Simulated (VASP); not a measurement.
Crystal: NiO.

```xyz
2
Lattice="0.0000 2.2835 2.2835 2.2835 0.0000 2.2835 2.2835 2.2835 0.0000" Properties=species:S:1:pos:R:3 pbc="T T T"
Ni    0.0000    0.0000    0.0000
O     1.1418    1.1418    1.1418
```

```yaml
Program: VASP 6.6.1
Task: relaxation of cell and atoms
Functional: PBEsol-based screened hybrid with 25 % exact exchange
Potentials_or_basis: VASP PAW PBE potentials, release 64 (Ni, O)
Cutoff: 600 eV
k_mesh: 5 × 5 × 5
Occupations: fermi-dirac, width 0.05 eV
Spin: collinear spin, ferromagnetic start
Starting_moments: "[1.0, 0.0] μB"
```

At the start: pressure -16.2 GPa; volume 11.91 Å³/atom.

Where does the relaxation end?

Over 3 steps the energy falls by 71.6 meV/atom and the volume is 10.64 Å³/atom (-10.6 %); space group F-43m (No. 216, to 0.1 Å) before and after; moment 2.00 μB per cell.

The path:
```
step  energy change (eV)  largest force (eV/Å)  pressure (GPa)  volume (Å³)
   1              0.0000                0.0000          -16.19        23.82
   2             -0.0844                0.0000           14.42        19.90
   3             -0.1431                0.0000           -0.06        21.29
```

Final structure:
```
CELL_PARAMETERS angstrom
0.00000 2.19974 2.19974
2.19974 0.00000 2.19974
2.19974 2.19974 0.00000
ATOMIC_POSITIONS crystal
Ni 0.00000 0.00000 0.00000
O 0.25000 0.25000 0.25000
```

Caveat: the k points lie up to 0.49 Å⁻¹ apart in the final cell, too coarse for converged energies and pressures of a metal; the PAW data sets were made with another functional, which shifts forces and pressure a little; a cell with one magnetic atom can't hold antiferromagnetic order, which such compounds often take.
